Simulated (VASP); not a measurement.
# Cs2TlF3 (P-6m2) in VASP: single point with r2SCAN+rVV10

Aim: the single point of Cs2TlF3 with r2SCAN+rVV10.

All numbers are computed with VASP 6.6.1; they aren't measurements. Logs are shortened: lines on timing, memory, paths and dates and some standing lists are left out, and cuts for length are marked.

**1. The cell of the first run**

It takes space group P-6m2 (No. 187, hexagonal). The conventional cell has a = 4.386 Å, b = 4.386 Å, c = 8.971 Å, α = 90.00°, β = 90.00°, γ = 120.00°. Cs (site symmetry 3m) has 9 F at 2.98 to 3.85 Å and 1 Cs at 3.16 Å and 3 Tl at 3.85 Å within 3.9 Å. Within 3.3 Å of Tl (site symmetry -6m2) lie 3 F at 2.53 Å. F (site symmetry -6m2) has 3 F at 2.53 Å and 6 Cs at 2.98 Å within 3.3 Å. F (site symmetry -6m2) has 3 Tl at 2.53 Å within 3.3 Å. F (site symmetry -6m2) has 3 F at 2.53 Å and 6 Cs at 2.98 Å within 3.3 Å.

**2. Single point, r2SCAN+rVV10**

POSCAR reads:

```
Cs2TlF3
1.0
    4.3856046506      0.0000000000      0.0000000000
   -2.1928023253      3.7980450384      0.0000000000
    0.0000000000      0.0000000000      8.9708244566
Cs Tl F
2 1 3
Direct
    0.6666666667      0.3333333333      0.3239642524
    0.6666666667      0.3333333333      0.6760357476
    0.0000000000      0.0000000000      0.0000000000
    0.0000000000      0.0000000000      0.5000000000
    0.3333333333      0.6666666667      0.0000000000
    0.3333333333      0.6666666667      0.5000000000
```

INCAR.step1 reads:

```
ALGO = Normal ; EDIFF = 1E-4
ENCUT = 520 ; GGA = PE
ISMEAR = -1 ; LASPH = T
LCHARG = F ; LREAL = F
LWAVE = T ; NBANDS = 35
NELM = 100 ; PREC = Accurate
SIGMA = 0.03
```

INCAR.step2 reads:

```
ALGO = Normal ; BPARAM = 11.95
CPARAM = 0.0093 ; EDIFF = 1E-7
ENCUT = 520 ; ISIF = 2
ISMEAR = -1 ; ISTART = 1
IVDW_NL = 2 ; LASPH = T
LCHARG = F ; LMIXTAU = T
LREAL = F ; LUSE_VDW = T
LWAVE = F ; METAGGA = R2SCAN
NBANDS = 35 ; NELM = 100
PREC = Accurate ; SIGMA = 0.03
```

KPOINTS reads:

```
k-points
0
Gamma
  12 12 4
```

Potentials or basis: VASP PAW PBE potentials, release 64 (Cs_sv, Tl_d, F).

Launch:

```bash
$ cat potpaw_PBE.64/Cs_sv/POTCAR potpaw_PBE.64/Tl_d/POTCAR potpaw_PBE.64/F/POTCAR > POTCAR
$ cp INCAR.step1 INCAR
$ mpirun -np 1 vasp_std > vasp.out
$ cp INCAR.step2 INCAR
$ mpirun -np 1 vasp_std > vasp.out
```

OUTCAR:

```text
BPARAM = 11.95
   EDIFF = 1E-7
   ENCUT = 520
   ISIF = 2
   ISMEAR = -1
   ISTART = 1
   IVDW_NL = 2
   LASPH = T
   LREAL = F
   METAGGA = R2SCAN
   NELM = 100
   PREC = Accurate

 ion  position               nearest neighbor table
   1  0.667  0.333  0.324-   2 3.16
   2  0.667  0.333  0.676-   1 3.16
   3  0.000  0.000  0.000-   5 2.53   5 2.53   5 2.53
   4  0.000  0.000  0.500-
   5  0.333  0.667  0.000-   3 2.53   3 2.53   3 2.53
   6  0.333  0.667  0.500-

  LATTYP: Found a hexagonal cell.
 ALAT       =     4.3856046506
 C/A-ratio  =     2.0455159941

  Lattice vectors:

 A1 = (   4.3856046506,   0.0000000000,   0.0000000000)
 A2 = (  -2.1928023253,   3.7980450384,   0.0000000000)
 A3 = (   0.0000000000,   0.0000000000,   8.9708244566)

Analysis of symmetry for initial positions (statically):
=====================================================================
 Subroutine PRICEL returns:
 Original cell was already a primitive cell.

 Routine SETGRP: Setting up the symmetry group for a
 hexagonal supercell.

 Subroutine GETGRP returns: Found 12 space group operations
 (whereof 12 operations were pure point group operations)
 out of a pool of 24 trial point group operations.

The static configuration has the point symmetry D_3h.

Analysis of symmetry for dynamics (positions and initial velocities):
=====================================================================
 Subroutine PRICEL returns:
 Original cell was already a primitive cell.

 Routine SETGRP: Setting up the symmetry group for a
 hexagonal supercell.

 Subroutine GETGRP returns: Found 12 space group operations
 (whereof 12 operations were pure point group operations)
 out of a pool of 24 trial point group operations.

The dynamic configuration has the point symmetry D_3h.

 Subroutine INISYM returns: Found 12 space group operations
 (whereof 12 operations are pure point group operations),
 and found     1 'primitive' translations

----------------------------------------------------------------------------------------

                                     Primitive cell

  volume of cell :     149.4245

  direct lattice vectors                    reciprocal lattice vectors
     4.385604651  0.000000000  0.000000000     0.228018729  0.131646675  0.000000000
    -2.192802325  3.798045038  0.000000000     0.000000000  0.263293350  0.000000000
     0.000000000  0.000000000  8.970824457     0.000000000  0.000000000  0.111472474

  length of vectors
     4.385604651  4.385604651  8.970824457     0.263293350  0.263293350  0.111472474

  position of ions in fractional coordinates (direct lattice)
     0.666666667  0.333333333  0.323964252
     0.666666667  0.333333333  0.676035748
     0.000000000  0.000000000  0.000000000
     0.000000000  0.000000000  0.500000000
     0.333333333  0.666666667  0.000000000
     0.333333333  0.666666667  0.500000000

  ion indices of the primitive-cell ions
   primitive index   ion index
                 1           1
                 2           2
                 3           3
                 4           4
                 5           5
                 6           6

----------------------------------------------------------------------------------------

 KPOINTS: k-points

Automatic generation of k-mesh.
 Grid dimensions read from file:
 generate k-points for:   12   12    4

 Generating k-lattice:

  Cartesian coordinates                     Fractional coordinates (reciprocal lattice)
     0.019001561  0.010970556  0.000000000     0.083333333  0.000000000  0.000000000
     0.000000000  0.021941112  0.000000000     0.000000000  0.083333333  0.000000000
     0.000000000  0.000000000  0.027868119     0.000000000  0.000000000  0.250000000

  Length of vectors
     0.021941112  0.021941112  0.027868119

  Shift w.r.t. Gamma in fractional coordinates (k-lattice)
     0.000000000  0.000000000  0.000000000

 Subroutine IBZKPT returns following result:
 ===========================================

 Found     57 irreducible k-points:

 Following reciprocal coordinates:
            Coordinates               Weight
  0.000000  0.000000  0.000000      1.000000
  0.083333  0.000000  0.000000      6.000000
  0.166667 -0.000000  0.000000      6.000000
  0.250000 -0.000000  0.000000      6.000000
  0.333333  0.000000  0.000000      6.000000
  0.416667 -0.000000  0.000000      6.000000
[... 16 lines left out ...]
  0.250000 -0.000000  0.250000     12.000000
  0.333333  0.000000  0.250000     12.000000
 [... further k-points ...]
   k-points           NKPTS =     57   k-points in BZ     NKDIM =     57   number of bands    NBANDS=     35
   number of dos      NEDOS =    301   number of ions     NIONS =      6
   total plane-waves  NPLWV =  90720
   dimension x,y,z NGX =    36 NGY =   36 NGZ =   70
   dimension x,y,z NGXF=    72 NGYF=   72 NGZF=  140
   ions per type =               2   1   3
   NGX,Y,Z   is equivalent  to a cutoff of  13.65, 13.65, 12.97 a.u.
   NGXF,Y,Z  is equivalent  to a cutoff of  27.29, 27.29, 25.94 a.u.
 SYSTEM =  unknown system
   PREC   = accura    normal or accurate (medium, high low for compatibility)
   ISTART =      1    job   : 0-new  1-cont  2-samecut
   ICHARG =      0    charge: 1-file 2-atom 10-const
   ISPIN  =      1    spin polarized calculation?
   LNONCOLLINEAR =      F non collinear calculations
   LSORBIT =      F    spin-orbit coupling
   LASPH  =      T    aspherical Exc in radial PAW
   ENCUT  =  520.0 eV  38.22 Ry    6.18 a.u.   8.15  8.15 16.68*2*pi/ulx,y,z
   NELM   =    100;   NELMIN=  2; NELMDL=  0     # of ELM steps
   EDIFF  = 0.1E-06   stopping-criterion for ELM
   LREAL  =      F    real-space projection
   EDIFFG = 0.1E-05   stopping-criterion for IOM
   NSW    =      0    number of steps for IOM
   IBRION =     -1    ionic relax: 0-MD 1-quasi-New 2-CG
   NFREE  =      0    steps in history (QN), initial steepest desc. (CG)
   ISIF   =      2    stress and relaxation
   ISYM   =      2    0-nonsym 1-usesym 2-fastsym
   POTIM  = 0.5000    time-step for ionic-motion
   TEBEG  =    0.0;   TEEND  =   0.0 temperature during run
   PSTRESS=    0.0 pullay stress
   NELECT =      52.0000    total number of electrons
   NUPDOWN=      -1.0000    fix difference up-down
   EMIN   =  10.00;   EMAX   =-10.00  energy-range for DOS
   EFERMI =   0.00;   METHOD = LEGACY
   ISMEAR =    -1;   SIGMA  =   0.03  broadening in eV -4-tet -1-fermi 0-gaus
   EFERMI_NEDOS =   21; number of points for ismear=-14 and -15
   IALGO  =     38    algorithm
   IMIX   =      4    mixing-type and parameters
     AMIX     =   0.40;   BMIX     =  1.00
     AMIX_MAG =   1.60;   BMIX_MAG =  1.00
  volume/ion in A,a.u.               =      24.90       168.06
  Fermi-wavevector in a.u.,A,eV,Ry     =   1.151512  2.176043 18.041065  1.325981
  Thomas-Fermi vector in A             =   2.288170
   LORBIT       =      0    0 simple, 1 ext, 2 COOP (PROOUT), +10 PAW based schemes
   METAGGA = R2SCAN    functional components
   LHFCALC =     F    Hartree Fock is set to
   AEXX    =    0.0000 exact exchange contribution
   IVDW_NL    =     2    kernel type
   BPARAM     =11.9500
   IVDW    =     0    specifies the selected vdW correction
   LEPSILON=     F    determine dielectric tensor
   LRPA    =     F    only Hartree local field effects (RPA)
 non-spin polarized calculation
  energy-cutoff  :      520.00
  volume of cell :      149.42
 maximum number of plane-waves:      4059
 NGX is ok and might be reduce to    36
   NGX = 17   NGY = 17   NGZ = 33

 number of electron      51.9999999 magnetization

 Free energy of the ion-electron system (eV)
  ---------------------------------------------------
  ext. energy  EPLUGINS =         0.00000000
  ---------------------------------------------------
  free energy    TOTEN  =      -123.16774320 eV

  energy without entropy =     -123.16774320  energy(sigma->0) =     -123.16774320

 E-fermi :   2.4644     XC(G=0):  -9.2337

 val. band max:        1.7855617431   @ k =   0.3333   0.3333   0.5000
 cond. band min:       3.0404406956   @ k =   0.0000   0.0000   0.5000
 fundamental gap:      1.2548789526
 Fermi energy:         2.4643676591

 k-point     1 :       0.0000    0.0000    0.0000
  band No.  band energies     occupation
      1     -23.1093      2.00000
      2     -20.2425      2.00000
      3     -19.4039      2.00000
      4     -18.9583      2.00000
      5     -18.6959      2.00000
      6     -10.8391      2.00000
[... 27 lines left out ...]
     34       8.5410      0.00000
     35       9.1883      0.00000

 k-point     2 :       0.0833    0.0000    0.0000
  band No.  band energies     occupation
      1     -23.1075      2.00000
      2     -20.2200      2.00000
      3     -19.3990      2.00000
      4     -18.9691      2.00000
      5     -18.7081      2.00000
      6     -10.8594      2.00000
[... 27 lines left out ...]
     34       8.6624      0.00000
     35       9.0134      0.00000

 k-point     3 :       0.1667   -0.0000    0.0000
  band No.  band energies     occupation
      1     -23.1032      2.00000
      2     -20.1550      2.00000
      3     -19.3853      2.00000
      4     -19.0010      2.00000
      5     -18.7439      2.00000
      6     -10.8782      2.00000
[... 27 lines left out ...]
     34       8.9633      0.00000
     35       8.9787      0.00000
[... 723 lines left out ...]
 k-point    23 :       0.2500   -0.0000    0.2500
  band No.  band energies     occupation
      1     -23.0974      2.00000
      2     -20.0546      2.00000
      3     -19.3669      2.00000
      4     -19.0529      2.00000
      5     -18.7963      2.00000
      6     -10.8880      2.00000
[... 27 lines left out ...]
     34       9.1028      0.00000
     35       9.5029      0.00000

 k-point    24 :       0.3333    0.0000    0.2500
  band No.  band energies     occupation
      1     -23.0917      2.00000
      2     -19.9336      2.00000
      3     -19.3480      2.00000
      4     -19.1246      2.00000
      5     -18.8502      2.00000
      6     -10.8907      2.00000
[... 27 lines left out ...]
     34       9.1665      0.00000
     35       9.9106      0.00000

 [... further k-points ...]

------------------------ aborting loop because EDIFF is reached ----------------------------------------

  FORCE on cell =-STRESS in cart. coord.  units (eV):
  Direction    XX          YY          ZZ          XY          YZ          ZX
  --------------------------------------------------------------------------------------
  -------------------------------------------------------------------------------------
  Total        0.1242189      0.1242189      0.1292862      0.0000000      0.0000000      0.0000000
  in kB        1.3319144      1.3319144      1.3862471      0.0000000      0.0000000      0.0000000
  external PRESSURE =       1.3500253 kB  Pullay stress =       0.0000000 kB

 VOLUME and BASIS-vectors are now :
 -----------------------------------------------------------------------------
  energy-cutoff  :      520.00
  volume of cell :      149.42
      direct lattice vectors                 reciprocal lattice vectors
     4.385604651  0.000000000  0.000000000     0.228018729  0.131646675  0.000000000
    -2.192802325  3.798045038  0.000000000     0.000000000  0.263293350  0.000000000
     0.000000000  0.000000000  8.970824457     0.000000000  0.000000000  0.111472474

 POSITION                                       TOTAL-FORCE (eV/Angst)
 -----------------------------------------------------------------------------------
      2.19280      1.26602      2.90623        -0.000000      0.000000     -0.059027
      2.19280      1.26602      6.06460         0.000000      0.000000      0.059027
      0.00000      0.00000      0.00000         0.000000     -0.000000      0.000000
      0.00000      0.00000      4.48541        -0.000000      0.000000      0.000000
     -0.00000      2.53203      0.00000        -0.000000     -0.000000      0.000000
     -0.00000      2.53203      4.48541        -0.000000     -0.000000      0.000000
 -----------------------------------------------------------------------------------
    total drift:                               -0.000000      0.000000     -0.000000

  FREE ENERGIE OF THE ION-ELECTRON SYSTEM (eV)
  ---------------------------------------------------
  free  energy   TOTEN  =      -123.1677432031 eV

  energy  without entropy=     -123.1677432030  energy(sigma->0) =     -123.16774320
```

It took 15 min on 1 thread of Intel Xeon 6975P-C (Granite Rapids), shared host; peak memory 0.8 GiB.

Results:

```yaml
Free_energy: -123.1677 eV
Pressure: 0.1 GPa
Largest_force: 0.059 eV/Å
Band_gap_on_the_k_mesh: 1.25 eV (least direct gap 1.47 eV)
```

Forces in eV/Å, atoms in the order of the input:
```
Cs   0.000  0.000 -0.059
Cs   0.000  0.000  0.059
Tl   0.000  0.000  0.000
F    0.000  0.000  0.000
F    0.000  0.000  0.000
F    0.000  0.000  0.000
```

Levels at points of the mesh, in eV from the valence-band top:
```csv
k point,band 22,band 23,band 24,band 25,band 26,band 27,band 28,band 29,band 30,band 31
"(0.00, 0.00, 0.00)",-2.22,-2.09,-1.10,-0.42,-0.42,1.68,3.97,4.28,4.28,6.06
"(0.50, 0.00, 0.00)",-1.61,-1.55,-1.34,-0.70,-0.21,1.31,1.55,4.42,4.68,5.67
"(0.00, 0.00, 0.50)",-2.22,-2.02,-1.10,-0.42,-0.42,1.25,4.29,4.29,4.90,4.98
"(0.50, 0.00, 0.50)",-1.59,-1.55,-1.32,-0.72,-0.21,1.39,1.56,4.50,5.05,5.40
```

Caveat: the PAW data sets were made with another functional, which shifts forces and pressure a little; spin-orbit coupling is left out, which moves the levels of the heavy elements.
